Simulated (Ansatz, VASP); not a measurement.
## Two plane-wave programs on MoS2

INCAR

```
SYSTEM = MoS2
ALGO = Normal ; EDIFF = 1E-6
ENCUT = 500 ; GGA = PE
GGA_COMPAT = .FALSE. ; ISIF = 2
ISMEAR = 0 ; IVDW = 12
LASPH = .TRUE. ; LCHARG = .FALSE.
LREAL = .FALSE. ; LWAVE = .FALSE.
NBANDS = 20 ; NELM = 120
PREC = Accurate ; SIGMA = 0.05
```

File KPOINTS:

```
k-points
0
G
  12 12 4
  0 0 0
```

The input POSCAR:

```
MoS2
1.0
    3.1779315830      0.0000000000      0.0000000000
   -1.5889657915      2.7521694823      0.0000000000
    0.0000000000      0.0000000000      6.5262002988
Mo S
1 2
Direct
    0.0000000000      0.0000000000      0.0000000000
    0.3333333333      0.6666666667      0.2357940733
    0.3333333333      0.6666666667      0.7642059267
```

Input for Ansatz:

```yaml
crystal:
  lattice:
    - [3.177931583, 0.0, 0.0]
    - [-1.5889657915, 2.7521694823, 0.0]
    - [0.0, 0.0, 6.5262002988]
  atoms:
    - { symbol: Mo, position: [0.0, 0.0, 0.0] }
    - { symbol: S, position: [0.3333333333, 0.6666666667, 0.2357940733] }
    - { symbol: S, position: [0.3333333333, 0.6666666667, 0.7642059267] }
basis:
  ecutwfc: 420
kpoints:
  mp_grid: { grid: [12, 12, 4] }
hamiltonian:
  xc: pbe
  dispersion: d3bj
scf:
  occupations: { method: gaussian, width: 0.05 }
output:
  forces: true
  stress: true
  eigenvalues: true
```

Alike in both runs: task single point; functional PBE; dispersion D3(BJ); k mesh 12 × 12 × 4; occupations gaussian, width 0.05 eV; no spin polarisation.

```csv
,VASP,Ansatz
version,VASP 6.6.1,Ansatz 0.2.0
potentials or method,"VASP PAW PBE potentials, release 64 (Mo_sv, S), cutoff 500 eV","scalar-relativistic, plane waves, PAW"
valence electrons in the cell,26,26
```

|  | VASP | Ansatz | Ansatz less VASP |
| --- | --- | --- | --- |
| gap on the k mesh at the Fermi level (eV) | 0.99 | 0.97 | -0.016 |
| least direct gap on the mesh (eV) | 1.62 | 1.62 | -0.004 |
| pressure (GPa) | 0.2 | 0.3 | +0.13 |
| traceless stress, the component that is largest in VASP (GPa) | 3.05 | 3.09 | +0.048 |
| rms of the force components (eV/Å) | 0.147 | 0.153 | +0.0067 |

Atom by atom the forces differ by 0.007 eV/Å (rms over components).
